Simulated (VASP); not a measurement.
A run of VASP 6.6.1 is set up as follows.

The input INCAR:

```
ALGO = Normal
EDIFF = 1E-6
ENCUT = 520
GGA = PE
ISIF = 2
ISMEAR = 0
LASPH = T
LCHARG = T
LELF = T
LREAL = F
LVHAR = T
LWAVE = F
NBANDS = 12
NELM = 60
PREC = Accurate
SIGMA = 0.1
```

KPOINTS

```
k-points
0
Gamma
  8 8 8
```

POSCAR

```
Ag
1.0
   -1.5724894136      1.5724894136      1.4702072501
    1.5724894136     -1.5724894136      1.4702072501
    1.5724894136      1.5724894136     -1.4702072501
Ag
1
Direct
    0.0000000000      0.0000000000      0.0000000000
```

Potentials or basis: VASP PAW PBE potentials, release 64 (Ag).

The run is started by

```bash
$ cat potpaw_PBE.64/Ag/POTCAR > POTCAR
$ mpirun -np 1 vasp_std > vasp.out
```

(1) What does it give for the pressure?

## Answers

(1) 34.5 GPa.

Caveat: the k points lie up to 0.37 Å⁻¹ apart.
